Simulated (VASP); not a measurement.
# MgO (vib) (Fm-3m) in VASP: further runs

Runs on MgO (vib). Level: LDA. Tasks: single point, relaxation of cell and atoms.

All numbers are computed with VASP 6.6.1; they aren't measurements. Logs are shortened: lines on timing, memory, paths and dates and some standing lists are left out, and cuts for length are marked.

**The experiment to reproduce.**

From “Electronic structure of alkaline earth and post-transition metal oxides”, 2009, arxiv:0908.1581, for a bulk crystal of MgO: band gap 7.83 eV.

The runs below are set against these values where they give the same quantity.

**1. The cell of the first run**

The structure is cubic, space group Fm-3m (No. 225). Conventional cell: a = 4.161 Å, b = 4.161 Å, c = 4.161 Å, α = 90.00°, β = 90.00°, γ = 90.00°. Mg (site symmetry m-3m) has 6 O at 2.08 Å within 2.8 Å. O (site symmetry m-3m) has 6 Mg at 2.08 Å within 2.8 Å.

**2. Single point, LDA**

File INCAR:

```
ALGO = Normal
EDIFF = 1E-6
ENCUT = 520
ISIF = 2
ISMEAR = 0
LASPH = True
LCHARG = False
LREAL = False
LWAVE = False
NBANDS = 11
NELM = 60
PREC = Accurate
SIGMA = 0.02
```

File KPOINTS:

```
k-points
0
Gamma
  8 8 8
```

File POSCAR:

```
MgO
1.0
    0.0000000000      2.0803529754      2.0803529754
    2.0803529754      0.0000000000      2.0803529754
    2.0803529754      2.0803529754      0.0000000000
Mg O
1 1
Direct
    0.0000000000      0.0000000000      0.0000000000
    0.5000000000      0.5000000000      0.5000000000
```

Potentials or basis: VASP PAW LDA potentials, release 64 (Mg, O).

Started as:

```
$ cat potpaw_LDA.64/Mg/POTCAR potpaw_LDA.64/O/POTCAR > POTCAR
$ mpirun -np 1 vasp_std > vasp.out
```

OUTCAR:

```text
EDIFF = 1E-6
   ENCUT = 520
   ISIF = 2
   ISMEAR = 0
   LASPH = True
   LREAL = False
   NELM = 60
   PREC = Accurate

 ion  position               nearest neighbor table
   1  0.000  0.000  0.000-   2 2.08   2 2.08   2 2.08   2 2.08   2 2.08   2 2.08
   2  0.500  0.500  0.500-   1 2.08   1 2.08   1 2.08   1 2.08   1 2.08   1 2.08

  LATTYP: Found a face centered cubic cell.
 ALAT       =     4.1607059508

  Lattice vectors:

 A1 = (   0.0000000000,   2.0803529754,   2.0803529754)
 A2 = (   2.0803529754,   0.0000000000,   2.0803529754)
 A3 = (   2.0803529754,   2.0803529754,   0.0000000000)

Analysis of symmetry for initial positions (statically):
=====================================================================
 Subroutine PRICEL returns:
 Original cell was already a primitive cell.

 Routine SETGRP: Setting up the symmetry group for a
 face centered cubic supercell.

 Subroutine GETGRP returns: Found 48 space group operations
 (whereof 48 operations were pure point group operations)
 out of a pool of 48 trial point group operations.

The static configuration has the point symmetry O_h .

Analysis of symmetry for dynamics (positions and initial velocities):
=====================================================================
 Subroutine PRICEL returns:
 Original cell was already a primitive cell.

 Routine SETGRP: Setting up the symmetry group for a
 face centered cubic supercell.

 Subroutine GETGRP returns: Found 48 space group operations
 (whereof 48 operations were pure point group operations)
 out of a pool of 48 trial point group operations.

The dynamic configuration has the point symmetry O_h .

 Subroutine INISYM returns: Found 48 space group operations
 (whereof 48 operations are pure point group operations),
 and found     1 'primitive' translations

----------------------------------------------------------------------------------------

                                     Primitive cell

  volume of cell :      18.0070

  direct lattice vectors                    reciprocal lattice vectors
     0.000000000  2.080352975  2.080352975    -0.240343829  0.240343829  0.240343829
     2.080352975  0.000000000  2.080352975     0.240343829 -0.240343829  0.240343829
     2.080352975  2.080352975  0.000000000     0.240343829  0.240343829 -0.240343829

  length of vectors
     2.942063392  2.942063392  2.942063392     0.416287723  0.416287723  0.416287723

  position of ions in fractional coordinates (direct lattice)
     0.000000000  0.000000000  0.000000000
     0.500000000  0.500000000  0.500000000

  ion indices of the primitive-cell ions
   primitive index   ion index
                 1           1
                 2           2

----------------------------------------------------------------------------------------

 KPOINTS: k-points

Automatic generation of k-mesh.
 Grid dimensions read from file:
 generate k-points for:    8    8    8

 Generating k-lattice:

  Cartesian coordinates                     Fractional coordinates (reciprocal lattice)
    -0.030042979  0.030042979  0.030042979     0.125000000  0.000000000  0.000000000
     0.030042979 -0.030042979  0.030042979     0.000000000  0.125000000  0.000000000
     0.030042979  0.030042979 -0.030042979     0.000000000  0.000000000  0.125000000

  Length of vectors
     0.052035965  0.052035965  0.052035965

  Shift w.r.t. Gamma in fractional coordinates (k-lattice)
     0.000000000  0.000000000  0.000000000

 Subroutine IBZKPT returns following result:
 ===========================================

 Found     29 irreducible k-points:

 Following reciprocal coordinates:
            Coordinates               Weight
  0.000000  0.000000  0.000000      1.000000
  0.125000  0.000000  0.000000      8.000000
  0.250000  0.000000  0.000000      8.000000
  0.375000  0.000000  0.000000      8.000000
  0.500000  0.000000  0.000000      4.000000
  0.125000  0.125000  0.000000      6.000000
[... 16 lines left out ...]
  0.500000  0.250000  0.125000     48.000000
 -0.375000  0.250000  0.125000     24.000000
 [... further k-points ...]
   k-points           NKPTS =     29   k-points in BZ     NKDIM =     29   number of bands    NBANDS=     11
   number of dos      NEDOS =    301   number of ions     NIONS =      2
   total plane-waves  NPLWV =  13824
   dimension x,y,z NGX =    24 NGY =   24 NGZ =   24
   dimension x,y,z NGXF=    48 NGYF=   48 NGZF=   48
   ions per type =               1   1
   NGX,Y,Z   is equivalent  to a cutoff of  13.56, 13.56, 13.56 a.u.
   NGXF,Y,Z  is equivalent  to a cutoff of  27.12, 27.12, 27.12 a.u.
 SYSTEM =  unknown system
   PREC   = accura    normal or accurate (medium, high low for compatibility)
   ISTART =      0    job   : 0-new  1-cont  2-samecut
   ICHARG =      2    charge: 1-file 2-atom 10-const
   ISPIN  =      1    spin polarized calculation?
   LNONCOLLINEAR =      F non collinear calculations
   LSORBIT =      F    spin-orbit coupling
   LASPH  =      T    aspherical Exc in radial PAW
   ENCUT  =  520.0 eV  38.22 Ry    6.18 a.u.   5.47  5.47  5.47*2*pi/ulx,y,z
   NELM   =     60;   NELMIN=  2; NELMDL= -5     # of ELM steps
   EDIFF  = 0.1E-05   stopping-criterion for ELM
   LREAL  =      F    real-space projection
   EDIFFG = 0.1E-04   stopping-criterion for IOM
   NSW    =      0    number of steps for IOM
   IBRION =     -1    ionic relax: 0-MD 1-quasi-New 2-CG
   NFREE  =      0    steps in history (QN), initial steepest desc. (CG)
   ISIF   =      2    stress and relaxation
   ISYM   =      2    0-nonsym 1-usesym 2-fastsym
   POTIM  = 0.5000    time-step for ionic-motion
   TEBEG  =    0.0;   TEEND  =   0.0 temperature during run
   PSTRESS=    0.0 pullay stress
   NELECT =       8.0000    total number of electrons
   NUPDOWN=      -1.0000    fix difference up-down
   EMIN   =  10.00;   EMAX   =-10.00  energy-range for DOS
   EFERMI =   0.00;   METHOD = LEGACY
   ISMEAR =     0;   SIGMA  =   0.02  broadening in eV -4-tet -1-fermi 0-gaus
   EFERMI_NEDOS =   21; number of points for ismear=-14 and -15
   IALGO  =     38    algorithm
   IMIX   =      4    mixing-type and parameters
     AMIX     =   0.40;   BMIX     =  1.00
     AMIX_MAG =   1.60;   BMIX_MAG =  1.00
  volume/ion in A,a.u.               =       9.00        60.76
  Fermi-wavevector in a.u.,A,eV,Ry     =   1.249178  2.360605 21.231166  1.560447
  Thomas-Fermi vector in A             =   2.383231
   LORBIT       =      0    0 simple, 1 ext, 2 COOP (PROOUT), +10 PAW based schemes
   GGA     = CA    functional components
   LHFCALC =     F    Hartree Fock is set to
   AEXX    =    0.0000 exact exchange contribution
   IVDW    =     0    specifies the selected vdW correction
   LEPSILON=     F    determine dielectric tensor
   LRPA    =     F    only Hartree local field effects (RPA)
 non-spin polarized calculation
 Gauss-broadening in eV      SIGMA  =   0.02
  energy-cutoff  :      520.00
  volume of cell :       18.01
 maximum number of plane-waves:       531
 NGX is ok and might be reduce to    24
   NGX = 11   NGY = 11   NGZ = 11

 number of electron       8.0000001 magnetization

 Free energy of the ion-electron system (eV)
  ---------------------------------------------------
  ext. energy  EPLUGINS =         0.00000000
  ---------------------------------------------------
  free energy    TOTEN  =       -13.44456623 eV

  energy without entropy =      -13.44456623  energy(sigma->0) =      -13.44456623

 E-fermi :   3.3462     XC(G=0): -11.7706

 val. band max:        3.1656650032   @ k =   0.0000   0.0000   0.0000
 cond. band min:       8.1894349176   @ k =   0.0000   0.0000   0.0000
 fundamental gap:      5.0237699144
 Fermi energy:         3.3461760534

 k-point     1 :       0.0000    0.0000    0.0000
  band No.  band energies     occupation
      1     -14.0341      2.00000
      2       3.1657      2.00000
      3       3.1657      2.00000
      4       3.1657      2.00000
      5       8.1894      0.00000
      6      18.8906      0.00000
      7      18.8906      0.00000
      8      18.8906      0.00000
      9      23.0125      0.00000
     10      24.7019      0.00000
     11      24.7019      0.00000

 k-point     2 :       0.1250    0.0000    0.0000
  band No.  band energies     occupation
      1     -13.8527      2.00000
      2       2.1866      2.00000
      3       3.0533      2.00000
      4       3.0533      2.00000
      5       9.0898      0.00000
      6      17.2293      0.00000
      7      19.2707      0.00000
      8      19.2707      0.00000
      9      23.7665      0.00000
     10      23.7665      0.00000
     11      25.2358      0.00000

 k-point     3 :       0.2500    0.0000    0.0000
  band No.  band energies     occupation
      1     -13.3782      2.00000
      2       0.4000      2.00000
      3       2.7950      2.00000
      4       2.7950      2.00000
      5      10.4842      0.00000
      6      15.7493      0.00000
      7      19.8274      0.00000
      8      19.8274      0.00000
      9      23.3735      0.00000
     10      23.3735      0.00000
     11      25.4162      0.00000

 k-point     4 :       0.3750    0.0000    0.0000
  band No.  band energies     occupation
      1     -12.8354      2.00000
      2      -1.1043      2.00000
      3       2.5528      2.00000
      4       2.5528      2.00000
      5      11.0841      0.00000
      6      15.6930      0.00000
      7      19.7000      0.00000
      8      19.7000      0.00000
      9      24.6035      0.00000
     10      24.7038      0.00000
     11      24.7038      0.00000

 k-point     5 :       0.5000    0.0000    0.0000
  band No.  band energies     occupation
      1     -12.5832      2.00000
      2      -1.6997      2.00000
      3       2.4566      2.00000
      4       2.4566      2.00000
      5      11.1313      0.00000
      6      15.9829      0.00000
      7      19.5414      0.00000
      8      19.5414      0.00000
      9      24.2751      0.00000
     10      25.7805      0.00000
     11      25.7805      0.00000
[... 211 lines left out ...]
 k-point    21 :       0.5000    0.5000    0.0000
  band No.  band energies     occupation
      1     -12.2980      2.00000
      2      -1.1423      2.00000
      3       1.7403      2.00000
      4       1.7403      2.00000
      5      12.0882      0.00000
      6      13.2700      0.00000
      7      16.4496      0.00000
      8      22.3608      0.00000
      9      22.3608      0.00000
     10      28.9672      0.00000
     11      30.1729      0.00000

 k-point    22 :       0.3750    0.2500    0.1250
  band No.  band energies     occupation
      1     -13.0371      2.00000
      2       0.0216      2.00000
      3       1.9364      2.00000
      4       2.5036      2.00000
      5      11.9079      0.00000
      6      14.5778      0.00000
      7      18.3522      0.00000
      8      20.8248      0.00000
      9      21.3271      0.00000
     10      25.7137      0.00000
     11      29.2375      0.00000

 k-point    23 :       0.5000    0.2500    0.1250
  band No.  band energies     occupation
      1     -12.6081      2.00000
      2      -0.7300      2.00000
      3       1.3265      2.00000
      4       2.2344      2.00000
      5      12.8116      0.00000
      6      14.8731      0.00000
      7      17.1955      0.00000
      8      20.4424      0.00000
      9      22.9531      0.00000
     10      25.7301      0.00000
     11      29.4185      0.00000

 k-point    24 :      -0.3750    0.2500    0.1250
  band No.  band energies     occupation
      1     -12.4152      2.00000
      2      -1.0561      2.00000
      3       1.1087      2.00000
      4       2.1082      2.00000
      5      12.9247      0.00000
      6      15.5098      0.00000
      7      16.7578      0.00000
      8      20.2017      0.00000
      9      23.8493      0.00000
     10      25.3929      0.00000
     11      29.5406      0.00000

 [... further k-points ...]
[... 5 lines left out ...]
  --------------------------------------------------------------------------------------
  -------------------------------------------------------------------------------------
  Total       -0.2099906     -0.2099906     -0.2099906     -0.0000000     -0.0000000      0.0000000
  in kB      -18.6839767    -18.6839767    -18.6839767     -0.0000000     -0.0000000      0.0000000
  external PRESSURE =     -18.6839767 kB  Pullay stress =       0.0000000 kB

 VOLUME and BASIS-vectors are now :
 -----------------------------------------------------------------------------
  energy-cutoff  :      520.00
  volume of cell :       18.01
      direct lattice vectors                 reciprocal lattice vectors
     0.000000000  2.080352975  2.080352975    -0.240343829  0.240343829  0.240343829
     2.080352975  0.000000000  2.080352975     0.240343829 -0.240343829  0.240343829
     2.080352975  2.080352975  0.000000000     0.240343829  0.240343829 -0.240343829

 POSITION                                       TOTAL-FORCE (eV/Angst)
 -----------------------------------------------------------------------------------
      0.00000      0.00000      0.00000         0.000000      0.000000     -0.000000
      2.08035      2.08035      2.08035        -0.000000     -0.000000      0.000000
 -----------------------------------------------------------------------------------
    total drift:                               -0.000000     -0.000000      0.000000

  FREE ENERGIE OF THE ION-ELECTRON SYSTEM (eV)
  ---------------------------------------------------
  free  energy   TOTEN  =       -13.4445662262 eV

  energy  without entropy=      -13.4445662262  energy(sigma->0) =      -13.44456623
```

Run time: 3.1 s. Hardware: 1 thread of Intel Xeon Platinum 8488C (Sapphire Rapids), shared host; peak memory 0.13 GiB.

Results:

| Quantity | Value |
| --- | --- |
| Free energy | -13.4446 eV |
| Pressure | -1.9 GPa |
| Band gap on the k mesh | 5.02 eV, direct |

**3. Relaxation of cell and atoms, LDA**

File INCAR:

```
SYSTEM = MgO
PREC = Accurate
ENCUT = 600
EDIFF = 1E-6
ISMEAR = 0
SIGMA = 0.02
LREAL = .FALSE.
LASPH = .TRUE.
NELM = 80
ALGO = Normal
ISIF = 3
LWAVE = .FALSE.
LCHARG = .FALSE.
IBRION = 2
NSW = 100
EDIFFG = -0.002
```

File KPOINTS:

```
Automatic mesh
0
G
  8 8 8
  0 0 0
```

File POSCAR:

```
MgO
1.0
    0.0000000000      2.0816499858      2.0816499858
    2.0816499858      0.0000000000      2.0816499858
    2.0816499858      2.0816499858      0.0000000000
Mg O
1 1
Direct
    0.0000000000      0.0000000000      0.0000000000
    0.5000000000      0.5000000000      0.5000000000
```

Potentials or basis: VASP PAW LDA potentials, release 64 (Mg, O).

Started as:

```
$ cat potpaw_LDA.64/Mg/POTCAR potpaw_LDA.64/O/POTCAR > POTCAR
$ mpirun -np 1 vasp_std > vasp.out
```

OUTCAR:

```text
SYSTEM = MgO
   PREC = Accurate
   ENCUT = 600
   EDIFF = 1E-6
   ISMEAR = 0
   LREAL = .FALSE.
   LASPH = .TRUE.
   NELM = 80
   ISIF = 3
   IBRION = 2
   NSW = 100
   EDIFFG = -0.002

 ion  position               nearest neighbor table
   1  0.000  0.000  0.000-   2 2.08   2 2.08   2 2.08   2 2.08   2 2.08   2 2.08
   2  0.500  0.500  0.500-   1 2.08   1 2.08   1 2.08   1 2.08   1 2.08   1 2.08

  LATTYP: Found a face centered cubic cell.
 ALAT       =     4.1632999716

  Lattice vectors:

 A1 = (   0.0000000000,   2.0816499858,   2.0816499858)
 A2 = (   2.0816499858,   0.0000000000,   2.0816499858)
 A3 = (   2.0816499858,   2.0816499858,   0.0000000000)

Analysis of symmetry for initial positions (statically):
=====================================================================
 Subroutine PRICEL returns:
[... 251 lines left out ...]

  energy without entropy =      -13.44957776  energy(sigma->0) =      -13.44957776

 E-fermi :   3.4138     XC(G=0): -11.8309

 val. band max:        3.2613722858   @ k =   0.0000   0.0000   0.0000
 cond. band min:       8.4138647487   @ k =   0.0000   0.0000   0.0000
 fundamental gap:      5.1524924629
 Fermi energy:         3.4138126529

 k-point     1 :       0.0000    0.0000    0.0000
  band No.  band energies     occupation
      1     -14.0049      2.00000
      2       3.2614      2.00000
      3       3.2614      2.00000
      4       3.2614      2.00000
      5       8.4139      0.00000
      6      19.0558      0.00000
      7      19.0558      0.00000
      8      19.0558      0.00000
[... 243 lines left out ...]
 k-point    24 :      -0.3750    0.2500    0.1250
  band No.  band energies     occupation
      1     -12.3499      2.00000
      2      -1.0104      2.00000
      3       1.1757      2.00000
      4       2.1864      2.00000
      5      13.1096      0.00000
      6      15.7197      0.00000
      7      16.9942      0.00000
      8      20.4525      0.00000

 [... further k-points ...]
[... 5 lines left out ...]
  --------------------------------------------------------------------------------------
  -------------------------------------------------------------------------------------
  Total        0.0007127      0.0007127      0.0007127      0.0000000      0.0000000      0.0000000
  in kB        0.0642036      0.0642036      0.0642036      0.0000000      0.0000000      0.0000000
  external PRESSURE =       0.0642036 kB  Pullay stress =       0.0000000 kB
[... 17 lines left out ...]
  FREE ENERGIE OF THE ION-ELECTRON SYSTEM (eV)
  ---------------------------------------------------
  free  energy   TOTEN  =       -13.4495777561 eV

  energy  without entropy=      -13.4495777561  energy(sigma->0) =      -13.44957776

 reached required accuracy - stopping structural energy minimisation
```

Run time: 4.7 s. Hardware: 1 thread of Intel Xeon Platinum 8488C (Sapphire Rapids), shared host; peak memory 0.14 GiB.

What came out:

```yaml
Free_energy: -13.4496 eV
Relaxed_volume: 8.89 Å³/atom
Relaxed_cell: a = 2.930 Å, b = 2.930 Å, c = 2.930 Å, α = 60.00°, β = 60.00°, γ = 60.00°
Space_group_after_relaxing_to_0.05_Å: Fm-3m (No. 225)
Energy_gained_by_relaxing: 1.0 meV/atom
Ionic_steps: 3
Pressure_after_relaxing: 0.0 GPa
Band_gap_on_the_k_mesh: 5.15 eV, direct
```

Step by step:
```
step  energy change (eV)  largest force (eV/Å)  pressure (GPa)  volume (Å³)
   1              0.0000                0.0000           -2.43        18.04
   2             -0.0016                0.0000            1.03        17.69
   3             -0.0020                0.0000            0.01        17.79
```

Final structure:
```
Mg O
1.0
     0.00000    2.07180    2.07180
     2.07180    0.00000    2.07180
     2.07180    2.07180    0.00000
Mg O
1 1
Direct
  0.00000 0.00000 0.00000
  0.50000 0.50000 0.50000
```

Expect the measured gap to be larger: semilocal functionals such as LDA lack the derivative discontinuity. Zero-point motion and thermal expansion aren't in these numbers.

**4. How close it comes**

Step 2. A measured gap of MgO is 7.83 eV (quoted in “Electronic structure of alkaline earth and post-transition metal oxides”, 2009, arxiv:0908.1581); the calculated 5.02 eV misses it by -2.81 eV. The value is that of LDA, without temperature or zero-point motion. Semilocal functionals fall short of measured gaps as a rule.
